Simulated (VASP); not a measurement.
# GaN (Fm-3m) in VASP: G0W0 quasiparticle levels with PBE

Aim: the G0W0 quasiparticle levels of GaN with PBE.

Program: VASP 6.6.1. These are calculated values, not measurements. Logs are shortened: lines on timing, memory, paths and dates and some standing lists are left out, and cuts for length are marked.

**1. The cell of the first run**

Symmetry: Fm-3m, No. 225, cubic system. The conventional cell has a = 4.217 Å, b = 4.217 Å, c = 4.217 Å, α = 90.00°, β = 90.00°, γ = 90.00°. Within 2.8 Å of Ga (site symmetry m-3m) lie 6 N at 2.11 Å. Within 2.8 Å of N (site symmetry m-3m) lie 6 Ga at 2.11 Å.

**2. G0W0 quasiparticle levels, PBE**

The input, POSCAR:

```
GaN
1.0
    0.0000000000      2.1085152362      2.1085152362
    2.1085152362      0.0000000000      2.1085152362
    2.1085152362      2.1085152362      0.0000000000
Ga N
1 1
Direct
    0.0000000000      0.0000000000      0.0000000000
    0.5000000000      0.5000000000      0.5000000000
```

The input, INCAR.step1:

```
PREC = Accurate
ENCUT = 500
EDIFF = 1E-8
ISMEAR = 0
SIGMA = 0.01
LREAL = F
LASPH = T
NELM = 100
ALGO = Normal
LWAVE = T
LCHARG = F
GGA = PE
```

The input, INCAR.step2:

```
PREC = Accurate
ENCUT = 500
EDIFF = 1E-8
ISMEAR = 0
SIGMA = 0.01
LREAL = F
LASPH = T
NELM = 1
ALGO = Exact
LWAVE = T
LCHARG = F
GGA = PE
NBANDS = 138
LOPTICS = T
ISTART = 1
```

The input, INCAR.step3:

```
PREC = Accurate
ENCUT = 500
EDIFF = 1E-8
ISMEAR = 0
SIGMA = 0.01
LREAL = F
LASPH = T
ALGO = EVGW0
LWAVE = F
LCHARG = F
GGA = PE
NELMGW = 1
NBANDS = 138
ENCUTGW = 200
NOMEGA = 96
PRECFOCK = Fast
ISTART = 1
NBANDSGW = 17
OMEGAMAX = 20
```

The input, KPOINTS:

```
regular mesh
0
Gamma
  6 6 6
```

Potentials or basis: VASP PAW PBE potentials, release 64 (Ga_d_GW, N_GW).

Started as:

```console
> cat potpaw_PBE.64/Ga_d_GW/POTCAR potpaw_PBE.64/N_GW/POTCAR > POTCAR
> cp INCAR.step1 INCAR
> mpirun -np 1 vasp_std > vasp.out
> cp INCAR.step2 INCAR
> mpirun -np 1 vasp_std > vasp.out
> cp INCAR.step3 INCAR
> mpirun -np 1 vasp_std > vasp.out
```

OUTCAR:

```text
PREC = Accurate
   ENCUT = 500
   EDIFF = 1E-8
   ISMEAR = 0
   LREAL = F
   LASPH = T
   GGA = PE
   NELMGW = 1
   ENCUTGW = 200
   PRECFOCK = Fast
   ISTART = 1

 ion  position               nearest neighbor table
   1  0.000  0.000  0.000-   2 2.11   2 2.11   2 2.11   2 2.11   2 2.11   2 2.11
   2  0.500  0.500  0.500-   1 2.11   1 2.11   1 2.11   1 2.11   1 2.11   1 2.11

  LATTYP: Found a face centered cubic cell.
 ALAT       =     4.2170304724

  Lattice vectors:

 A1 = (   0.0000000000,   2.1085152362,   2.1085152362)
 A2 = (   2.1085152362,   0.0000000000,   2.1085152362)
 A3 = (   2.1085152362,   2.1085152362,   0.0000000000)

Analysis of symmetry for initial positions (statically):
=====================================================================
 Subroutine PRICEL returns:
 Original cell was already a primitive cell.

 Routine SETGRP: Setting up the symmetry group for a
 face centered cubic supercell.

 Subroutine GETGRP returns: Found 48 space group operations
 (whereof 48 operations were pure point group operations)
 out of a pool of 48 trial point group operations.

The static configuration has the point symmetry O_h .

Analysis of symmetry for dynamics (positions and initial velocities):
=====================================================================
 Subroutine PRICEL returns:
 Original cell was already a primitive cell.

 Routine SETGRP: Setting up the symmetry group for a
 face centered cubic supercell.

 Subroutine GETGRP returns: Found 48 space group operations
 (whereof 48 operations were pure point group operations)
 out of a pool of 48 trial point group operations.

The dynamic configuration has the point symmetry O_h .

 Subroutine INISYM returns: Found 48 space group operations
 (whereof 48 operations are pure point group operations),
 and found     1 'primitive' translations

----------------------------------------------------------------------------------------

                                     Primitive cell

  volume of cell :      18.7482

  direct lattice vectors                    reciprocal lattice vectors
     0.000000000  2.108515236  2.108515236    -0.237133691  0.237133691  0.237133691
     2.108515236  0.000000000  2.108515236     0.237133691 -0.237133691  0.237133691
     2.108515236  2.108515236  0.000000000     0.237133691  0.237133691 -0.237133691

  length of vectors
     2.981890844  2.981890844  2.981890844     0.410727601  0.410727601  0.410727601

  position of ions in fractional coordinates (direct lattice)
     0.000000000  0.000000000  0.000000000
     0.500000000  0.500000000  0.500000000

  ion indices of the primitive-cell ions
   primitive index   ion index
                 1           1
                 2           2

----------------------------------------------------------------------------------------

 KPOINTS: regular mesh

Automatic generation of k-mesh.
 Grid dimensions read from file:
 generate k-points for:    6    6    6

 Generating k-lattice:

  Cartesian coordinates                     Fractional coordinates (reciprocal lattice)
    -0.039522282  0.039522282  0.039522282     0.166666667  0.000000000  0.000000000
     0.039522282 -0.039522282  0.039522282     0.000000000  0.166666667  0.000000000
     0.039522282  0.039522282 -0.039522282     0.000000000  0.000000000  0.166666667

  Length of vectors
     0.068454600  0.068454600  0.068454600

  Shift w.r.t. Gamma in fractional coordinates (k-lattice)
     0.000000000  0.000000000  0.000000000

 Subroutine IBZKPT returns following result:
 ===========================================

 Found     16 irreducible k-points:

 Following reciprocal coordinates:
            Coordinates               Weight
  0.000000  0.000000  0.000000      1.000000
  0.166667  0.000000  0.000000      8.000000
  0.333333  0.000000  0.000000      8.000000
  0.500000  0.000000  0.000000      4.000000
  0.166667  0.166667  0.000000      6.000000
  0.333333  0.166667  0.000000     24.000000
[... 8 lines left out ...]
 -0.333333  0.333333  0.166667     24.000000
 -0.333333  0.500000  0.166667     12.000000
   k-points           NKPTS =     16   k-points in BZ     NKDIM =    216   number of bands    NBANDS=    138
   number of dos      NEDOS =    301   number of ions     NIONS =      2
   total plane-waves  NPLWV =  13824
   dimension x,y,z NGX =    24 NGY =   24 NGZ =   24
   dimension x,y,z NGXF=    48 NGYF=   48 NGZF=   48
   ions per type =               1   1
   NGX,Y,Z   is equivalent  to a cutoff of  13.38, 13.38, 13.38 a.u.
   NGXF,Y,Z  is equivalent  to a cutoff of  26.76, 26.76, 26.76 a.u.
 SYSTEM =  unknown system
   PREC   = accura    normal or accurate (medium, high low for compatibility)
   ISTART =      1    job   : 0-new  1-cont  2-samecut
   ICHARG =      0    charge: 1-file 2-atom 10-const
   ISPIN  =      1    spin polarized calculation?
   LNONCOLLINEAR =      F non collinear calculations
   LSORBIT =      F    spin-orbit coupling
   LASPH  =      T    aspherical Exc in radial PAW
   ENCUT  =  500.0 eV  36.75 Ry    6.06 a.u.   5.44  5.44  5.44*2*pi/ulx,y,z
   NELM   =     60;   NELMIN=  2; NELMDL=  0     # of ELM steps
   EDIFF  = 0.1E-07   stopping-criterion for ELM
   LREAL  =      F    real-space projection
   EDIFFG = 0.1E-06   stopping-criterion for IOM
   NSW    =      0    number of steps for IOM
   IBRION =     -1    ionic relax: 0-MD 1-quasi-New 2-CG
   NFREE  =      0    steps in history (QN), initial steepest desc. (CG)
   ISIF   =      0    stress and relaxation
   ISYM   =      3    0-nonsym 1-usesym 2-fastsym
   POTIM  = 0.5000    time-step for ionic-motion
   TEBEG  =    0.0;   TEEND  =   0.0 temperature during run
   PSTRESS=    0.0 pullay stress
   NELECT =      18.0000    total number of electrons
   NUPDOWN=      -1.0000    fix difference up-down
   EMIN   =  10.00;   EMAX   =-10.00  energy-range for DOS
   EFERMI =   0.00;   METHOD = LEGACY
   ISMEAR =     0;   SIGMA  =   0.01  broadening in eV -4-tet -1-fermi 0-gaus
   EFERMI_NEDOS =   21; number of points for ismear=-14 and -15
   IALGO  =     38    algorithm
   IMIX   =      4    mixing-type and parameters
     AMIX     =   0.40;   BMIX     =  1.00
     AMIX_MAG =   1.60;   BMIX_MAG =  1.00
  volume/ion in A,a.u.               =       9.37        63.26
  Fermi-wavevector in a.u.,A,eV,Ry     =   1.615024  3.051952 35.488101  2.608302
  Thomas-Fermi vector in A             =   2.709838
   LORBIT       =      0    0 simple, 1 ext, 2 COOP (PROOUT), +10 PAW based schemes
   GGA     = PE    functional components
   LHFCALC =     T    Hartree Fock is set to
   PRECFOCK=fast      Normal, Fast or Accurate (Low or Medium for compatibility)
   ENCUT4O =  -1.0   cutoff for four orbital integrals eV
   NKREDX  =     1    reduce k-point grid by
   NKREDY  =     1    reduce k-point grid by
   NKREDZ  =     1    reduce k-point grid by
   AEXX    =    1.0000 exact exchange contribution
   HFSCREEN=    0.0000 screening length (either q_TF or 0.3 A-1)
   HFSCREENC=   0.0000 screening length for correlation (either q_TF or 0.3 A-1)
   ENCUTFOCK=  -1.0 apply spherical cutoff to Coloumb kernel
   IVDW    =     0    specifies the selected vdW correction
   LEPSILON=     F    determine dielectric tensor
   LRPA    =     F    only Hartree local field effects (RPA)
   LRPAFORCE           =     F    calculate RPA forces
   ENCUTGW             = 200.0    cutoff for response function in eV
   ENCUTGWSOFT         = 160.0    soft cutoff for Coulomb kernel in GW response function in eV
   ENCUTLF             =  -1.0    cutoff for local field effects
   NELMGW              =     1    number of iterations in solving QP/BSE equation
   NELMHF              =     1    number of iterations in the inner HF iteration
   NKREDLFX            =     1    NKREDLFY  =   1   NKREDLFZ  =   1
 non-spin polarized calculation
 Gauss-broadening in eV      SIGMA  =   0.01
  energy-cutoff  :      500.00
  volume of cell :       18.75
 maximum number of plane-waves:       531
 NGX is ok and might be reduce to    24
  NGX = 14; NGY = 14; NGZ = 14
   NGX = 11   NGY = 11   NGZ = 11
 maximum number of plane-waves:       129

 QP shifts <psi_nk| G(iteration)W_0 |psi_nk>: iteration 1
 for sc-GW calculations column KS-energies equals QP-energies in previous step
 and V_xc(KS)=  KS-energies - (<T + V_ion + V_H > + <T+V_H+V_ion>^1  + <V_x>^1)

 k-point   1 :       0.0000    0.0000    0.0000
  band No.  KS-energies  QP-energies   sigma(KS)   V_xc(KS)     V^pw_x(r,r')   Z            occupation Imag(sigma)

      1      -9.5991     -10.5504     -15.9450     -14.5440     -24.4163       0.6790       2.0000       1.2797
      2      -6.3010      -8.9758     -25.3014     -21.6471     -34.9896       0.7320       2.0000       0.1060
      3      -6.3010      -8.9758     -25.3014     -21.6471     -34.9896       0.7320       2.0000       0.1060
      4      -6.3010      -8.9758     -25.3014     -21.6471     -34.9896       0.7320       2.0000       0.1060
      5      -6.2045      -8.9077     -25.5472     -21.8491     -35.4640       0.7310       2.0000       0.1478
      6      -6.2045      -8.9077     -25.5472     -21.8491     -35.4640       0.7310       2.0000       0.1478
[... 9 lines left out ...]
     16      23.6770      24.1823     -12.0795     -12.7475      -4.5181       0.7565       0.0000      -0.4693
     17      23.8723      23.9647      -9.1630      -9.2806      -2.5749       0.7861       0.0000      -0.2494

 k-point   2 :       0.1667    0.0000    0.0000
  band No.  KS-energies  QP-energies   sigma(KS)   V_xc(KS)     V^pw_x(r,r')   Z            occupation Imag(sigma)

      1      -9.0633      -9.9986     -16.0875     -14.7059     -24.4490       0.6769       2.0000       1.2099
      2      -6.3202      -8.9852     -25.2260     -21.5849     -34.8998       0.7319       2.0000       0.1117
      3      -6.2980      -8.9733     -25.3329     -21.6751     -35.1041       0.7314       2.0000       0.1271
      4      -6.2980      -8.9733     -25.3329     -21.6751     -35.1041       0.7314       2.0000       0.1271
      5      -6.2136      -8.9075     -25.4803     -21.8008     -35.3178       0.7321       2.0000       0.1340
      6      -6.2136      -8.9075     -25.4803     -21.8008     -35.3178       0.7321       2.0000       0.1340
[... 9 lines left out ...]
     16      24.2832      24.6881     -11.8621     -12.3750      -5.6396       0.7896       0.0000      -0.3096
     17      29.4140      29.6822     -10.6164     -10.9503      -3.5842       0.8035       0.0000      -0.6548

 k-point   3 :       0.3333    0.0000    0.0000
  band No.  KS-energies  QP-energies   sigma(KS)   V_xc(KS)     V^pw_x(r,r')   Z            occupation Imag(sigma)
[... 253 lines left out ...]
      1      -7.5730      -9.4612     -21.8574     -19.1482     -31.2048       0.6969       2.0000       0.5145
      2      -6.3695      -9.0033     -25.0514     -21.4475     -34.7658       0.7308       2.0000       0.1470
      3      -6.2791      -8.9379     -25.2818     -21.6456     -35.1000       0.7312       2.0000       0.1517
      4      -6.2714      -8.9270     -25.1847     -21.5609     -34.8438       0.7328       2.0000       0.1194
      5      -6.0506      -8.7538     -25.6175     -21.9396     -35.3718       0.7350       2.0000       0.1081
      6      -4.1452      -5.8116     -21.6898     -19.4267     -30.1199       0.7364       2.0000       0.5273
[... 9 lines left out ...]
     16      33.6579      34.1762     -11.1901     -11.8329      -3.7150       0.8063       0.0000      -1.0714
     17      35.3067      35.9873     -12.0415     -12.8640      -4.6307       0.8276       0.0000      -1.1685

 k-point  16 :      -0.3333    0.5000    0.1667
  band No.  KS-energies  QP-energies   sigma(KS)   V_xc(KS)     V^pw_x(r,r')   Z            occupation Imag(sigma)

      1      -7.8105      -9.6897     -21.8473     -19.1321     -31.2659       0.6921       2.0000       0.5084
      2      -6.3983      -9.0438     -25.0523     -21.4323     -34.6899       0.7308       2.0000       0.1156
      3      -6.2217      -8.8952     -25.4438     -21.7824     -35.3657       0.7302       2.0000       0.1643
      4      -6.1689      -8.8410     -25.3622     -21.7169     -35.0582       0.7330       2.0000       0.1155
      5      -6.0147      -8.7214     -25.6615     -21.9817     -35.4201       0.7356       2.0000       0.1065
      6      -3.4235      -5.0568     -22.1641     -19.9360     -30.5425       0.7330       2.0000       0.4878
[... 9 lines left out ...]
     16      35.0623      35.8663     -13.4979     -14.4644      -5.9437       0.8319       0.0000      -1.4444
     17      36.9951      37.7953     -13.4968     -14.4664      -5.0693       0.8253       0.0000      -1.7905
```

It took 14 min on 1 thread of Intel Xeon Platinum 8259CL at 2.50GHz (Skylake/Cascade Lake), shared host; peak memory 0.57 GiB.

What came out:

| Quantity | Value |
| --- | --- |
| Quasiparticle gap | 1.54 eV |
| Least direct quasiparticle gap | 3.85 eV |
| Band gap of the starting levels on the mesh | 0.62 eV |
| Least direct gap of the starting levels on the mesh | 2.83 eV |

Caveat: the k points lie up to 0.43 Å⁻¹ apart; bands, screening cutoff and mesh are small and nothing is extrapolated, so the quasiparticle values aren't converged; the structure was generated, so it needn't be the stable form of GaN.
